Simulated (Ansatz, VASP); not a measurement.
# Cs: VASP beside Ansatz

INCAR

```
SYSTEM = Cs
ALGO     = Normal         ! electronic algorithm
EDIFF    = 1E-6           ! SCF threshold, eV
ENCUT    = 520            ! plane-wave cutoff, eV
ISIF     = 2              ! what is computed and relaxed
ISMEAR   = 0              ! smearing method
LASPH    = .True.         ! aspherical terms in the spheres
LCHARG   = .True.         ! write CHGCAR
LELF     = .True.         ! ELF
LREAL    = .False.        ! projectors in reciprocal space
LVHAR    = .True.       
LWAVE    = .False.        ! write WAVECAR
NBANDS   = 10             ! bands
NELM     = 60             ! most SCF steps
PREC     = Accurate       ! precision mode
SIGMA    = 0.2            ! smearing width, eV
```

File KPOINTS:

```
k-points
0
Gamma
  8 8 8
  0 0 0
```

POSCAR

```
Cs
1.0
   -2.8840810378      2.8840810378      2.8840810378
    2.8840810378     -2.8840810378      2.8840810378
    2.8840810378      2.8840810378     -2.8840810378
Cs
1
Direct
    0.0000000000      0.0000000000      0.0000000000
```

Input for Ansatz:

```yaml
crystal:
  lattice:
    - [-2.8840810378, 2.8840810378, 2.8840810378]
    - [2.8840810378, -2.8840810378, 2.8840810378]
    - [2.8840810378, 2.8840810378, -2.8840810378]
  atoms:
    - { symbol: Cs, position: [0.0, 0.0, 0.0] }
hamiltonian:
  xc: lda
  pseudopotentials:
    kind: paw
    azcp:
      Cs: "pseudopotentials/Cs.paw.azcp"
basis:
  ecutwfc: 420
  fft_grid_basis: typed
kpoints:
  mp_grid: { grid: [8, 8, 8], shift: [0, 0, 0] }
magnetization:
  spin_polarized: false
scf:
  occupations: { method: gaussian, width: 0.2 }
  lower_state_search: "off"
output:
  stress: true
  write_density: true
  write_potential: true
  elf: true
  volumetric_format: npy
```

Alike in both runs: task single point; functional LDA; k mesh 8 × 8 × 8; occupations gaussian, width 0.2 eV; no spin polarisation.

|  | VASP | Ansatz |
| --- | --- | --- |
| version | VASP 6.6.1 | Ansatz 0.2.0 |
| potentials or method | VASP PAW LDA potentials, release 64 (Cs_sv), cutoff 520 eV | plane waves (420 eV) with PAW, scalar-relativistic |
| valence electrons in the cell | 9 | 9 |

```tsv
	VASP	Ansatz	Ansatz less VASP
pressure (GPa)	0.0	0.0	+0.01
```

Ansatz warns that its potentials were made for another functional, while VASP's fit it. LDA's correlation is that of Perdew and Zunger in VASP and of Perdew and Wang (1992) in Ansatz.

Neither program's run includes spin-orbit coupling.
